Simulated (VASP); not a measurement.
# HgP (F-43m) in VASP: a series of runs

Runs on HgP. Level: PBEsol. Tasks: single point.

All numbers are computed with VASP 6.6.1; they aren't measurements. Logs are shortened: lines on timing, memory, paths and dates and some standing lists are left out, and cuts for length are marked.

### Step 1. The cell of the first run

Symmetry: F-43m, No. 216, cubic system. The conventional cell has a = 5.815 Å, b = 5.815 Å, c = 5.815 Å, α = 90.00°, β = 90.00°, γ = 90.00°. Hg (site symmetry -43m) has 4 P at 2.52 Å within 3.3 Å. Within 3.3 Å of P (site symmetry -43m) lie 4 Hg at 2.52 Å.

### Step 2. Single point, PBEsol (24.58 Å³/atom)

Contents of INCAR:

```
PREC = Accurate
ENCUT = 500
EDIFF = 1E-6
ISMEAR = 0
SIGMA = 0.05
LREAL = F
LASPH = T
NELM = 120
ALGO = Normal
ISIF = 2
LWAVE = F
LCHARG = F
GGA = PS
NBANDS = 16
GGA_COMPAT = F
```

Contents of KPOINTS:

```
regular mesh
0
Gamma
  10 10 10
```

Contents of POSCAR:

```
HgP
1.0
    0.0000000000      2.9074089391      2.9074089391
    2.9074089391      0.0000000000      2.9074089391
    2.9074089391      2.9074089391      0.0000000000
Hg P
1 1
Direct
    0.0000000000      0.0000000000      0.0000000000
    0.2500000000      0.2500000000      0.2500000000
```

Potentials or basis: VASP PAW PBE potentials, release 64 (Hg, P).

On the command line:

```
$ cat potpaw_PBE.64/Hg/POTCAR potpaw_PBE.64/P/POTCAR > POTCAR
$ mpirun -np 1 vasp_std > vasp.out
```

OUTCAR:

```text
PREC = Accurate
   ENCUT = 500
   EDIFF = 1E-6
   ISMEAR = 0
   LREAL = F
   LASPH = T
   NELM = 120
   ISIF = 2
   GGA = PS

 ion  position               nearest neighbor table
   1  0.000  0.000  0.000-   2 2.52   2 2.52   2 2.52   2 2.52
   2  0.250  0.250  0.250-   1 2.52   1 2.52   1 2.52   1 2.52

  LATTYP: Found a face centered cubic cell.
 ALAT       =     5.8148178782

  Lattice vectors:

 A1 = (   0.0000000000,   2.9074089391,   2.9074089391)
 A2 = (   2.9074089391,   0.0000000000,   2.9074089391)
 A3 = (   2.9074089391,   2.9074089391,   0.0000000000)

Analysis of symmetry for initial positions (statically):
=====================================================================
 Subroutine PRICEL returns:
 Original cell was already a primitive cell.

 Routine SETGRP: Setting up the symmetry group for a
 face centered cubic supercell.

 Subroutine GETGRP returns: Found 24 space group operations
 (whereof 24 operations were pure point group operations)
 out of a pool of 48 trial point group operations.

The static configuration has the point symmetry T_d .

Analysis of symmetry for dynamics (positions and initial velocities):
=====================================================================
 Subroutine PRICEL returns:
 Original cell was already a primitive cell.

 Routine SETGRP: Setting up the symmetry group for a
 face centered cubic supercell.

 Subroutine GETGRP returns: Found 24 space group operations
 (whereof 24 operations were pure point group operations)
 out of a pool of 48 trial point group operations.

The dynamic configuration has the point symmetry T_d .

 Subroutine INISYM returns: Found 24 space group operations
 (whereof 24 operations are pure point group operations),
 and found     1 'primitive' translations

----------------------------------------------------------------------------------------

                                     Primitive cell

  volume of cell :      49.1528

  direct lattice vectors                    reciprocal lattice vectors
     0.000000000  2.907408939  2.907408939    -0.171974432  0.171974432  0.171974432
     2.907408939  0.000000000  2.907408939     0.171974432 -0.171974432  0.171974432
     2.907408939  2.907408939  0.000000000     0.171974432  0.171974432 -0.171974432

  length of vectors
     4.111697153  4.111697153  4.111697153     0.297868453  0.297868453  0.297868453

  position of ions in fractional coordinates (direct lattice)
     0.000000000  0.000000000  0.000000000
     0.250000000  0.250000000  0.250000000

  ion indices of the primitive-cell ions
   primitive index   ion index
                 1           1
                 2           2

----------------------------------------------------------------------------------------

 KPOINTS: regular mesh

Automatic generation of k-mesh.
 Grid dimensions read from file:
 generate k-points for:   10   10   10

 Generating k-lattice:

  Cartesian coordinates                     Fractional coordinates (reciprocal lattice)
    -0.017197443  0.017197443  0.017197443     0.100000000  0.000000000  0.000000000
     0.017197443 -0.017197443  0.017197443     0.000000000  0.100000000  0.000000000
     0.017197443  0.017197443 -0.017197443     0.000000000  0.000000000  0.100000000

  Length of vectors
     0.029786845  0.029786845  0.029786845

  Shift w.r.t. Gamma in fractional coordinates (k-lattice)
     0.000000000  0.000000000  0.000000000

 Subroutine IBZKPT returns following result:
 ===========================================

 Found     47 irreducible k-points:

 Following reciprocal coordinates:
            Coordinates               Weight
  0.000000  0.000000  0.000000      1.000000
  0.100000  0.000000  0.000000      8.000000
  0.200000  0.000000  0.000000      8.000000
  0.300000  0.000000  0.000000      8.000000
  0.400000  0.000000  0.000000      8.000000
  0.500000  0.000000  0.000000      4.000000
[... 16 lines left out ...]
  0.300000  0.300000  0.000000      6.000000
  0.400000  0.300000  0.000000     24.000000
 [... further k-points ...]
   k-points           NKPTS =     47   k-points in BZ     NKDIM =     47   number of bands    NBANDS=     16
   number of dos      NEDOS =    301   number of ions     NIONS =      2
   total plane-waves  NPLWV =  27000
   dimension x,y,z NGX =    30 NGY =   30 NGZ =   30
   dimension x,y,z NGXF=    60 NGYF=   60 NGZF=   60
   ions per type =               1   1
   NGX,Y,Z   is equivalent  to a cutoff of  12.13, 12.13, 12.13 a.u.
   NGXF,Y,Z  is equivalent  to a cutoff of  24.26, 24.26, 24.26 a.u.
 SYSTEM =  unknown system
   PREC   = accura    normal or accurate (medium, high low for compatibility)
   ISTART =      0    job   : 0-new  1-cont  2-samecut
   ICHARG =      2    charge: 1-file 2-atom 10-const
   ISPIN  =      1    spin polarized calculation?
   LNONCOLLINEAR =      F non collinear calculations
   LSORBIT =      F    spin-orbit coupling
   LASPH  =      T    aspherical Exc in radial PAW
   ENCUT  =  500.0 eV  36.75 Ry    6.06 a.u.   7.50  7.50  7.50*2*pi/ulx,y,z
   NELM   =    120;   NELMIN=  2; NELMDL= -5     # of ELM steps
   EDIFF  = 0.1E-05   stopping-criterion for ELM
   LREAL  =      F    real-space projection
   EDIFFG = 0.1E-04   stopping-criterion for IOM
   NSW    =      0    number of steps for IOM
   IBRION =     -1    ionic relax: 0-MD 1-quasi-New 2-CG
   NFREE  =      0    steps in history (QN), initial steepest desc. (CG)
   ISIF   =      2    stress and relaxation
   ISYM   =      2    0-nonsym 1-usesym 2-fastsym
   POTIM  = 0.5000    time-step for ionic-motion
   TEBEG  =    0.0;   TEEND  =   0.0 temperature during run
   PSTRESS=    0.0 pullay stress
   NELECT =      17.0000    total number of electrons
   NUPDOWN=      -1.0000    fix difference up-down
   EMIN   =  10.00;   EMAX   =-10.00  energy-range for DOS
   EFERMI =   0.00;   METHOD = LEGACY
   ISMEAR =     0;   SIGMA  =   0.05  broadening in eV -4-tet -1-fermi 0-gaus
   EFERMI_NEDOS =   21; number of points for ismear=-14 and -15
   IALGO  =     38    algorithm
   IMIX   =      4    mixing-type and parameters
     AMIX     =   0.40;   BMIX     =  1.00
     AMIX_MAG =   1.60;   BMIX_MAG =  1.00
  volume/ion in A,a.u.               =      24.58       165.85
  Fermi-wavevector in a.u.,A,eV,Ry     =   1.149145  2.171570 17.966974  1.320535
  Thomas-Fermi vector in A             =   2.285817
   LORBIT       =      0    0 simple, 1 ext, 2 COOP (PROOUT), +10 PAW based schemes
   GGA     = PS    functional components
   LHFCALC =     F    Hartree Fock is set to
   AEXX    =    0.0000 exact exchange contribution
   IVDW    =     0    specifies the selected vdW correction
   LEPSILON=     F    determine dielectric tensor
   LRPA    =     F    only Hartree local field effects (RPA)
 non-spin polarized calculation
 Gauss-broadening in eV      SIGMA  =   0.05
  energy-cutoff  :      500.00
  volume of cell :       49.15
 maximum number of plane-waves:      1267
 NGX is ok and might be reduce to    30
   NGX = 15   NGY = 15   NGZ = 15

 number of electron      16.9999997 magnetization

 Free energy of the ion-electron system (eV)
  ---------------------------------------------------
  ext. energy  EPLUGINS =         0.00000000
  ---------------------------------------------------
  free energy    TOTEN  =        -5.51430394 eV

  energy without entropy =       -5.51269947  energy(sigma->0) =       -5.51350171

 E-fermi :   2.3311     XC(G=0):  -9.7208

 val. band max:        2.3126953770   @ k =   0.4000   0.1000   0.0000
 cond. band min:       2.4122196350   @ k =  -0.2000   0.1000   0.0000
 fundamental gap:      0.0995242580
 Fermi energy:         2.3311182076

 k-point     1 :       0.0000    0.0000    0.0000
  band No.  band energies     occupation
      1      -9.0809      2.00000
      2      -5.0533      2.00000
      3      -5.0533      2.00000
      4      -5.0533      2.00000
      5      -4.2756      2.00000
      6      -4.2756      2.00000
[... 8 lines left out ...]
     15      13.7279      0.00000
     16      13.7279      0.00000

 k-point     2 :       0.1000    0.0000    0.0000
  band No.  band energies     occupation
      1      -9.0023      2.00000
      2      -5.0371      2.00000
      3      -5.0302      2.00000
      4      -5.0302      2.00000
      5      -4.2778      2.00000
      6      -4.2778      2.00000
[... 8 lines left out ...]
     15      13.1813      0.00000
     16      13.1813      0.00000

 k-point     3 :       0.2000    0.0000    0.0000
  band No.  band energies     occupation
      1      -8.7905      2.00000
      2      -4.9737      2.00000
      3      -4.9737      2.00000
      4      -4.9543      2.00000
      5      -4.2768      2.00000
      6      -4.2768      2.00000
[... 8 lines left out ...]
     15      12.7199      0.00000
     16      12.8693      0.00000

 k-point     4 :       0.3000    0.0000    0.0000
  band No.  band energies     occupation
      1      -8.5191      2.00000
      2      -4.9152      2.00000
      3      -4.9152      2.00000
      4      -4.7126      2.00000
      5      -4.2577      2.00000
      6      -4.2577      2.00000
[... 8 lines left out ...]
     15      12.9132      0.00000
     16      12.9132      0.00000

 k-point     5 :       0.4000    0.0000    0.0000
  band No.  band energies     occupation
      1      -8.2966      2.00000
      2      -4.8800      2.00000
      3      -4.8800      2.00000
      4      -4.2243      2.00000
      5      -4.2243      2.00000
      6      -4.2084      2.00000
[... 8 lines left out ...]
     15      13.7017      0.00000
     16      13.7017      0.00000

 k-point     6 :       0.5000    0.0000    0.0000
  band No.  band energies     occupation
      1      -8.2124      2.00000
      2      -4.8699      2.00000
      3      -4.8699      2.00000
      4      -4.2067      2.00000
      5      -4.2067      2.00000
      6      -3.6329      2.00000
[... 8 lines left out ...]
     15      14.3150      0.00000
     16      14.3150      0.00000

 k-point     7 :       0.1000    0.1000    0.0000
  band No.  band energies     occupation
      1      -8.9759      2.00000
      2      -5.0569      2.00000
      3      -5.0097      2.00000
      4      -5.0097      2.00000
      5      -4.2982      2.00000
      6      -4.2598      2.00000
[... 8 lines left out ...]
     15      12.8605      0.00000
     16      13.7268      0.00000

 k-point     8 :       0.2000    0.1000    0.0000
  band No.  band energies     occupation
      1      -8.8079      2.00000
      2      -5.0286      2.00000
      3      -4.9521      2.00000
      4      -4.9444      2.00000
      5      -4.3140      2.00000
      6      -4.2451      2.00000
[... 8 lines left out ...]
     15      13.4314      0.00000
     16      13.7386      0.00000

 k-point     9 :       0.3000    0.1000    0.0000
  band No.  band energies     occupation
      1      -8.5546      2.00000
      2      -4.9485      2.00000
      3      -4.8880      2.00000
      4      -4.7942      2.00000
      5      -4.2996      2.00000
      6      -4.2254      2.00000
[... 8 lines left out ...]
     15      13.4242      0.00000
     16      13.4587      0.00000
[... 172 lines left out ...]
 k-point    19 :       0.5000    0.2000    0.0000
  band No.  band energies     occupation
      1      -8.1107      2.00000
      2      -4.8473      2.00000
      3      -4.7380      2.00000
      4      -4.4338      2.00000
      5      -4.1884      2.00000
      6      -3.7466      2.00000
[... 8 lines left out ...]
     15      14.3719      0.00000
     16      14.9491      0.00000

 k-point    20 :      -0.4000    0.2000    0.0000
  band No.  band energies     occupation
      1      -8.0939      2.00000
      2      -4.8399      2.00000
      3      -4.7518      2.00000
      4      -4.3303      2.00000
      5      -4.2367      2.00000
      6      -3.6236      2.00000
[... 8 lines left out ...]
     15      13.4969      0.00000
     16      14.7980      0.00000

 k-point    21 :      -0.3000    0.2000    0.0000
  band No.  band energies     occupation
      1      -8.2122      2.00000
      2      -4.8476      2.00000
      3      -4.7978      2.00000
      4      -4.4210      2.00000
      5      -4.2935      2.00000
      6      -4.0504      2.00000
[... 8 lines left out ...]
     15      14.1813      0.00000
     16      15.1345      0.00000

 k-point    22 :      -0.2000    0.2000    0.0000
  band No.  band energies     occupation
      1      -8.4239      2.00000
      2      -4.8835      2.00000
      3      -4.8712      2.00000
      4      -4.6952      2.00000
      5      -4.3186      2.00000
      6      -4.1783      2.00000
[... 8 lines left out ...]
     15      14.2479      0.00000
     16      15.0143      0.00000

 k-point    23 :       0.3000    0.3000    0.0000
  band No.  band energies     occupation
      1      -8.3258      2.00000
      2      -4.9667      2.00000
      3      -4.7160      2.00000
      4      -4.7160      2.00000
      5      -4.3020      2.00000
      6      -4.1658      2.00000
[... 8 lines left out ...]
     15      13.7262      0.00000
     16      16.7300      0.00000

 k-point    24 :       0.4000    0.3000    0.0000
  band No.  band energies     occupation
      1      -8.1481      2.00000
      2      -4.8987      2.00000
      3      -4.6442      2.00000
      4      -4.6340      2.00000
      5      -4.1481      2.00000
      6      -4.1138      2.00000
[... 8 lines left out ...]
     15      13.9873      0.00000
     16      16.8260      0.00000

 [... further k-points ...]

------------------------ aborting loop because EDIFF is reached ----------------------------------------

  FORCE on cell =-STRESS in cart. coord.  units (eV):
  Direction    XX          YY          ZZ          XY          YZ          ZX
  --------------------------------------------------------------------------------------
  -------------------------------------------------------------------------------------
  Total       -0.2621587     -0.2621587     -0.2621587      0.0000000      0.0000000      0.0000000
  in kB       -8.5452837     -8.5452837     -8.5452837      0.0000000      0.0000000      0.0000000
  external PRESSURE =      -8.5452837 kB  Pullay stress =       0.0000000 kB

 VOLUME and BASIS-vectors are now :
 -----------------------------------------------------------------------------
  energy-cutoff  :      500.00
  volume of cell :       49.15
      direct lattice vectors                 reciprocal lattice vectors
     0.000000000  2.907408939  2.907408939    -0.171974432  0.171974432  0.171974432
     2.907408939  0.000000000  2.907408939     0.171974432 -0.171974432  0.171974432
     2.907408939  2.907408939  0.000000000     0.171974432  0.171974432 -0.171974432

 POSITION                                       TOTAL-FORCE (eV/Angst)
 -----------------------------------------------------------------------------------
      0.00000      0.00000      0.00000         0.000000      0.000000     -0.000000
      1.45370      1.45370      1.45370        -0.000000     -0.000000      0.000000
 -----------------------------------------------------------------------------------
    total drift:                                0.000000      0.000000      0.000000

  FREE ENERGIE OF THE ION-ELECTRON SYSTEM (eV)
  ---------------------------------------------------
  free  energy   TOTEN  =        -5.5143039435 eV

  energy  without entropy=       -5.5126994711  energy(sigma->0) =       -5.51350171
```

Wall time 14 s (1 thread of AMD EPYC 9R45 (Zen 5), shared host); peak memory 0.15 GiB.

What came out:

```
Free energy            : -5.5143 eV
Pressure               : -0.9 GPa
Band gap on the k mesh : zero (an odd number of electrons rules out a gap without spin polarisation)
```

Caveat: the PAW data sets were made with another functional, which shifts forces and pressure a little; spin-orbit coupling is left out, which moves the levels of the heavy elements.

### Step 3. Single point, PBEsol (25.06 Å³/atom)

This run uses another cell than the first one, of 25.06 Å³/atom.

Contents of INCAR:

```
SYSTEM = HgP
PREC = Accurate ; ENCUT = 500
EDIFF = 1E-6 ; ISMEAR = 0
SIGMA = 0.05 ; LREAL = .False.
LASPH = .True. ; NELM = 120
ALGO = Normal ; ISIF = 2
LWAVE = .False. ; LCHARG = .False.
GGA = PS ; NBANDS = 16
GGA_COMPAT = .False.
```

Contents of KPOINTS:

```
Automatic mesh
0
Gamma
  10 10 10
  0 0 0
```

Contents of POSCAR:

```
HgP
1.0
    0.0000000000      2.9262887469      2.9262887469
    2.9262887469      0.0000000000      2.9262887469
    2.9262887469      2.9262887469      0.0000000000
Hg P
1 1
Direct
    0.0000000000      0.0000000000      0.0000000000
    0.2500000000      0.2500000000      0.2500000000
```

Potentials or basis: VASP PAW PBE potentials, release 64 (Hg, P).

On the command line:

```
$ cat potpaw_PBE.64/Hg/POTCAR potpaw_PBE.64/P/POTCAR > POTCAR
$ mpirun -np 1 vasp_std > vasp.out
```

It took 14 s on 1 thread of AMD EPYC 9R45 (Zen 5), shared host; peak memory 0.16 GiB.

The run converged. Its results:

| Quantity | Value |
| --- | --- |
| Free energy | -5.5060 eV |
| Pressure | -2.0 GPa |
| Band gap on the k mesh | zero (an odd number of electrons rules out a gap without spin polarisation) |

Levels at points of the mesh, in eV from the Fermi level:
```csv
k point,band 7,band 8,band 9,band 10,band 11,band 12
"(0.00, 0.00, 0.00)",1.21,1.57,1.57,1.57,5.65,5.65
"(0.50, 0.00, 0.00)",-5.11,0.28,0.28,2.39,6.57,6.57
"(0.50, 0.50, 0.00)",-4.80,-1.38,-1.38,3.56,3.57,9.69
```

Caveat: the PAW data sets were made with another functional, which shifts forces and pressure a little; spin-orbit coupling is left out, which moves the levels of the heavy elements.

The gap in the log of VASP goes by the Fermi energy; the results here count the filled bands.